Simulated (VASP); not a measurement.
**TaN: single point with LDA**

TaN:

```
Ta N
1.0
     0.00000    2.17384    2.17384
     2.17384    0.00000    2.17384
     2.17384    2.17384    0.00000
Ta N
1 1
Direct
  0.49891 0.50760 0.50109
  0.01403 0.90179 0.98597
```

This cell differs from its parent crystal: atoms displaced along several vibrational modes.

* Program: VASP 6.6.1
* Task: single point
* Functional: LDA
* Potentials or basis: VASP PAW LDA potentials, release 64 (Ta_pv, N)
* Cutoff: 520 eV
* k mesh: 18 × 18 × 18
* Occupations: gaussian, width 0.15 eV
* Spin: no spin polarisation
* Dipole correction: no
* Further INCAR settings: ALGO = Normal; EDIFF = 1e-06; NBANDS = 15

- Pressure: 22.3 GPa
- Largest force: 4.011 eV/Å
- Band gap on the k mesh: zero (bands 8 and 9 overlap by 2.93 eV)

Forces in eV/Å, atoms in the order of the input:
```
Ta  -3.367  0.000 -2.179
N    3.367  0.000  2.179
```

Stress tensor (GPa, compression positive):
```
41.00  0.00 -8.81
 0.00  2.31  0.00
-8.81  0.00 23.60
```

Levels at points of the mesh, in eV from the Fermi level:
```
           k point  band 4  band 5  band 6  band 7  band 8  band 9  band 10  band 11  band 12  band 13
(0.00, 0.00, 0.00)  -18.68   -5.56   -5.23   -5.09   -2.01   -0.63    -0.02     1.41     1.98     2.43
(0.50, 0.00, 0.00)  -15.47  -10.35   -7.43   -6.95    1.36    1.46     2.67     3.38     6.65     8.38
(0.00, 0.50, 0.00)  -15.73  -10.15   -7.81   -7.57    1.62    2.02     2.86     4.37     7.78     8.71
(0.50, 0.50, 0.00)  -17.27   -7.10   -6.36   -4.74   -2.60    2.97     3.87     3.99     4.39     6.24
(0.00, 0.50, 0.50)  -17.25   -6.61   -6.24   -4.65   -3.21    2.80     3.64     3.95     4.09     6.20
(0.50, 0.00, 0.50)  -17.34   -7.50   -6.49   -5.01   -1.83    3.24     3.96     4.00     4.36     7.49
```

Run time: 6.7 min on 1 thread of Intel Xeon 8259CL (shared host), peak memory 0.55 GiB.

Caveat: the cell differs from its parent crystal (atoms displaced along several vibrational modes); the stress differs along the axes, from 2 to 41 GPa; spin-orbit coupling is left out, which moves the levels of the heavy elements; forces of over 1 eV/Å act on the atoms, so gaps and moduli don't describe the material at rest.
